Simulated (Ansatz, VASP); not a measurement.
One calculation of B, two programs

```xyz
8
Lattice="2.9938 -0.1087 0.1487 -1.5937 2.6382 -0.3750 0.4206 -0.9284 6.9353" Properties=species:S:1:pos:R:3 pbc="T T T"
B     0.3787   -0.6402    1.2470
B     0.3247   -0.1762    4.6076
B     0.2700    0.5020    2.8567
B    -0.0997   -1.4523    5.8347
B     0.2984    2.0182    1.9875
B    -0.3103    0.5136    6.1715
B     1.8375    0.0577    0.6115
B     1.7832    0.5224    3.9719
```

Change from the starting cell: graphite type (P6_3/mmc, No. 194); cell x2, atoms moved at random (sigma 0.05 Å) and cell strained at random (1.5 %), then relaxed without symmetry.

Alike in both runs: functional PBE; k mesh 9 × 9 × 4; occupations gaussian, width 0.1 eV; no spin polarisation.

Ansatz relaxed the structure, and its values are those at the end. VASP's run is a single point on that final structure, the one shown.

```csv
,VASP,Ansatz
version,VASP 6.6.1,Ansatz 0.2.0
potentials or method,"VASP PAW PBE potentials, release 64 (B), cutoff 520 eV","scalar-relativistic, plane waves, PAW"
valence electrons in the cell,24,24
```

Ansatz gave:

```
gap on the k mesh at the Fermi level (eV) : none
pressure (GPa)                            : 0.1
rms of the force components (eV/Å)        : 0.003
```

Task: What did VASP give for the same quantities?

Result: gap on the k mesh at the Fermi level (eV): none; pressure (GPa): 0.1; rms of the force components (eV/Å): 0.005.

A gap of «none» marks a metal or a gap that the smearing closes. With one functional, cell and mesh, what is left measures potentials, basis and numerics.
